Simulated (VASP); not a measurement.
# In3Se (Pm-3m) in VASP: relaxation of cell and atoms with r2SCAN

Aim: the relaxation of cell and atoms of In3Se with r2SCAN.

Program: VASP 6.6.1. These are calculated values, not measurements. Logs are shortened: lines on timing, memory, paths and dates and some standing lists are left out, and cuts for length are marked.

### 1 The cell of the first run

Symmetry: Pm-3m, No. 221, cubic system. Conventional cell: a = 4.804 Å, b = 4.804 Å, c = 4.804 Å, α = 90.00°, β = 90.00°, γ = 90.00°. In (site symmetry 4/mmm) has 8 In at 3.40 Å and 4 Se at 3.40 Å within 4.5 Å. Within 4.5 Å of Se (site symmetry m-3m) lie 12 In at 3.40 Å.

### 2 Relaxation of cell and atoms, r2SCAN

Input file POSCAR:

```
In3Se
1.0
    4.8037580000      0.0000000000      0.0000000000
    0.0000000000      4.8037580000      0.0000000000
    0.0000000000      0.0000000000      4.8037580000
In Se
3 1
Direct
    0.0000000000      0.5000000000      0.5000000000
    0.5000000000      0.0000000000      0.5000000000
    0.5000000000      0.5000000000      0.0000000000
    0.0000000000      0.0000000000      0.0000000000
```

Input file INCAR.step1:

```
PREC = Accurate
ENCUT = 600
ISMEAR = 0
SIGMA = 0.1
LREAL = False
LASPH = True
NELM = 100
GGA = PE
ALGO = Normal
EDIFF = 1E-4
LWAVE = True
LCHARG = False
```

Input file INCAR.step2:

```
PREC = Accurate
ENCUT = 600
EDIFF = 1E-7
ISMEAR = 0
SIGMA = 0.1
LREAL = False
LASPH = True
NELM = 100
ALGO = Normal
ISIF = 3
LWAVE = False
LCHARG = False
METAGGA = R2SCAN
LMIXTAU = True
IBRION = 2
NSW = 100
EDIFFG = -0.005
ISTART = 1
```

Input file KPOINTS:

```
Automatic mesh
0
Gamma
  10 10 10
```

Potentials or basis: VASP PAW PBE potentials, release 64 (In_d, Se).

Started as:

```
$ cat potpaw_PBE.64/In_d/POTCAR potpaw_PBE.64/Se/POTCAR > POTCAR
$ cp INCAR.step1 INCAR
$ mpirun -np 1 vasp_std > vasp.out
$ cp INCAR.step2 INCAR
$ mpirun -np 1 vasp_std > vasp.out
```

OUTCAR:

```text
PREC = Accurate
   ENCUT = 600
   EDIFF = 1E-7
   ISMEAR = 0
   LREAL = False
   LASPH = True
   NELM = 100
   ISIF = 3
   METAGGA = R2SCAN
   IBRION = 2
   NSW = 100
   EDIFFG = -0.005
   ISTART = 1

 ion  position               nearest neighbor table
   1  0.000  0.500  0.500-   2 3.40   3 3.40   4 3.40   3 3.40   4 3.40   2 3.40   4 3.40   4 3.40
                             2 3.40   3 3.40   3 3.40   2 3.40
   2  0.500  0.000  0.500-   1 3.40   3 3.40   4 3.40   3 3.40   4 3.40   1 3.40   3 3.40   3 3.40
                             1 3.40   4 3.40   4 3.40   1 3.40
   3  0.500  0.500  0.000-   1 3.40   2 3.40   4 3.40   1 3.40   2 3.40   2 3.40   4 3.40   2 3.40
                             1 3.40   4 3.40   1 3.40   4 3.40
   4  0.000  0.000  0.000-   1 3.40   2 3.40   3 3.40   1 3.40   2 3.40   1 3.40   3 3.40   1 3.40
                             2 3.40   3 3.40   2 3.40   3 3.40

  LATTYP: Found a simple cubic cell.
 ALAT       =     4.8037580000

  Lattice vectors:

 A1 = (   4.8037580000,   0.0000000000,   0.0000000000)
 A2 = (   0.0000000000,   4.8037580000,   0.0000000000)
 A3 = (   0.0000000000,   0.0000000000,   4.8037580000)

Analysis of symmetry for initial positions (statically):
=====================================================================
 Subroutine PRICEL returns:
 Original cell was already a primitive cell.

 Routine SETGRP: Setting up the symmetry group for a
 simple cubic supercell.

 Subroutine GETGRP returns: Found 48 space group operations
 (whereof 48 operations were pure point group operations)
 out of a pool of 48 trial point group operations.

The static configuration has the point symmetry O_h .

Analysis of symmetry for dynamics (positions and initial velocities):
=====================================================================
 Subroutine PRICEL returns:
 Original cell was already a primitive cell.

 Routine SETGRP: Setting up the symmetry group for a
 simple cubic supercell.

 Subroutine GETGRP returns: Found 48 space group operations
 (whereof 48 operations were pure point group operations)
 out of a pool of 48 trial point group operations.

The dynamic configuration has the point symmetry O_h .

 Subroutine INISYM returns: Found 48 space group operations
 (whereof 48 operations are pure point group operations),
 and found     1 'primitive' translations

----------------------------------------------------------------------------------------

                                     Primitive cell

  volume of cell :     110.8520
[... 103 lines left out ...]
   PSTRESS=    0.0 pullay stress
   NELECT =      45.0000    total number of electrons
   NUPDOWN=      -1.0000    fix difference up-down
   EMIN   =  10.00;   EMAX   =-10.00  energy-range for DOS
   EFERMI =   0.00;   METHOD = LEGACY
   ISMEAR =     0;   SIGMA  =   0.10  broadening in eV -4-tet -1-fermi 0-gaus
   EFERMI_NEDOS =   21; number of points for ismear=-14 and -15
   IALGO  =     38    algorithm
   IMIX   =      4    mixing-type and parameters
     AMIX     =   0.40;   BMIX     =  1.00
     AMIX_MAG =   1.60;   BMIX_MAG =  1.00
  volume/ion in A,a.u.               =      27.71       187.02
  Fermi-wavevector in a.u.,A,eV,Ry     =   1.212173  2.290675 19.991897  1.469363
  Thomas-Fermi vector in A             =   2.347665
   LORBIT       =      0    0 simple, 1 ext, 2 COOP (PROOUT), +10 PAW based schemes
   METAGGA = R2SCAN    functional components
   LHFCALC =     F    Hartree Fock is set to
   AEXX    =    0.0000 exact exchange contribution
   IVDW    =     0    specifies the selected vdW correction
   LEPSILON=     F    determine dielectric tensor
   LRPA    =     F    only Hartree local field effects (RPA)
 conjugate gradient relaxation of ions
 non-spin polarized calculation
 Gauss-broadening in eV      SIGMA  =   0.10
  energy-cutoff  :      600.00
  volume of cell :      110.85
 maximum number of plane-waves:      3751
 NGX is ok and might be reduce to    40
   NGX = 19   NGY = 19   NGZ = 19

--------------------------------------- Ionic step        1  -------------------------------------------

 number of electron      44.9999999 magnetization

 Free energy of the ion-electron system (eV)
  ---------------------------------------------------
  ext. energy  EPLUGINS =         0.00000000
  ---------------------------------------------------
  free energy    TOTEN  =       -82.49251244 eV

  energy without entropy =      -82.48318833  energy(sigma->0) =      -82.48785039

------------------------ aborting loop because EDIFF is reached ----------------------------------------

  FORCE on cell =-STRESS in cart. coord.  units (eV):
  Direction    XX          YY          ZZ          XY          YZ          ZX
  --------------------------------------------------------------------------------------
  -------------------------------------------------------------------------------------
  Total       -0.8620187     -0.8620187     -0.8620187      0.0000000     -0.0000000      0.0000000
  in kB      -12.4590206    -12.4590206    -12.4590206      0.0000000     -0.0000000      0.0000000
  external PRESSURE =     -12.4590206 kB  Pullay stress =       0.0000000 kB
[... 63 lines left out ...]
--------------------------------------- Ionic step        3  -------------------------------------------

 number of electron      45.0000014 magnetization

 Free energy of the ion-electron system (eV)
  ---------------------------------------------------
  ext. energy  EPLUGINS =         0.00000000
  ---------------------------------------------------
  free energy    TOTEN  =       -82.50842836 eV

  energy without entropy =      -82.49938727  energy(sigma->0) =      -82.50390782

 E-fermi :   6.2933     XC(G=0): -10.5147

 val. band max:        6.2313968243   @ k =   0.5000   0.1000   0.0000
 cond. band min:       6.2935926414   @ k =   0.5000   0.4000   0.0000
 fundamental gap:      0.0621958171
 Fermi energy:         6.2932732848

 k-point     1 :       0.0000    0.0000    0.0000
  band No.  band energies     occupation
      1      -9.1745      2.00000
      2      -9.1680      2.00000
      3      -9.1680      2.00000
      4      -9.1680      2.00000
      5      -9.0414      2.00000
      6      -9.0414      2.00000
[... 709 lines left out ...]
     26       8.7616      0.00000
     27       9.3764      0.00000

 [... further k-points ...]

------------------------ aborting loop because EDIFF is reached ----------------------------------------

  FORCE on cell =-STRESS in cart. coord.  units (eV):
  Direction    XX          YY          ZZ          XY          YZ          ZX
  --------------------------------------------------------------------------------------
  -------------------------------------------------------------------------------------
  Total       -0.0099313     -0.0099313     -0.0099313      0.0000000      0.0000000     -0.0000000
  in kB       -0.1487733     -0.1487733     -0.1487733      0.0000000      0.0000000     -0.0000000
  external PRESSURE =      -0.1487733 kB  Pullay stress =       0.0000000 kB
[... 19 lines left out ...]
  FREE ENERGIE OF THE ION-ELECTRON SYSTEM (eV)
  ---------------------------------------------------
  free  energy   TOTEN  =       -82.5084283567 eV

  energy  without entropy=      -82.4993872741  energy(sigma->0) =      -82.50390782

 reached required accuracy - stopping structural energy minimisation
```

Run time: 38 min. Hardware: 1 thread of Oxide Virtual Turin-like, shared host; peak memory 0.36 GiB.

What came out:

- Free energy: -82.5084 eV
- Relaxed volume: 26.74 Å³/atom
- Relaxed cell: a = 4.747 Å, b = 4.747 Å, c = 4.747 Å, α = 90.00°, β = 90.00°, γ = 90.00°
- Space group after relaxing (to 0.1 Å): Pm-3m (No. 221)
- Energy gained by relaxing: 4.0 meV/atom
- Ionic steps: 3
- Pressure after relaxing: 0.0 GPa
- Band gap on the k mesh: zero (an odd number of electrons rules out a gap without spin polarisation)

Step by step:
```
step  energy change (eV)  largest force (eV/Å)  pressure (GPa)  volume (Å³)
   1              0.0000                0.0000           -1.25       110.85
   2             -0.0156                0.0000           -0.17       107.43
   3             -0.0159                0.0000           -0.01       106.95
```

Final structure:
```
In Se
1.0
     4.74675    0.00000    0.00000
     0.00000    4.74675    0.00000
     0.00000    0.00000    4.74675
In Se
3 1
Cartesian
  0.0000 2.3734 2.3734
  2.3734 0.0000 2.3734
  2.3734 2.3734 0.0000
  0.0000 0.0000 0.0000
```

Levels at points of the mesh, in eV from the Fermi level:
```tsv
k point	band 20	band 21	band 22	band 23	band 24	band 25
(0.00, 0.00, 0.00)	-3.62	-2.13	-2.13	1.13	1.13	1.13
(0.50, 0.00, 0.00)	-2.76	-1.51	-1.22	-0.15	-0.15	1.57
(0.50, 0.50, 0.00)	-2.24	-0.76	-0.73	-0.73	1.58	1.92
(0.50, 0.50, 0.50)	-4.49	-4.49	-4.49	-3.55	3.27	3.27
```

Caveat: the PAW data sets were made with another functional, which shifts forces and pressure a little; spin-orbit coupling is left out, which moves the levels of the heavy elements.

The gap in the log of VASP goes by the Fermi energy; the results here count the filled bands.